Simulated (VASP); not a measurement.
GaN:

```
CELL_PARAMETERS angstrom
0.00000 2.24895 2.24895
2.24895 0.00000 2.24895
2.24895 2.24895 0.00000
ATOMIC_POSITIONS crystal
Ga 0.00000 0.00000 0.00000
N 0.25000 0.25000 0.25000
```

Program: VASP 6.6.1. Alike in all runs: task single point; potentials or basis VASP PAW PBE potentials, release 64 (Ga_d, N); no spin polarisation; cell as given; k mesh 6 × 6 × 6; cutoff (eV) 520; smearing gaussian 0.01 eV.

Order these runs on this cell by their band gap on the k mesh, lowest first.
A. level HSE06; grid for exact exchange (PRECFOCK) Normal; screening parameter 0.2079 1/Å
B. level r2SCAN
C. level PBE

C (1.76 eV), B (2.16 eV), A (3.02 eV).
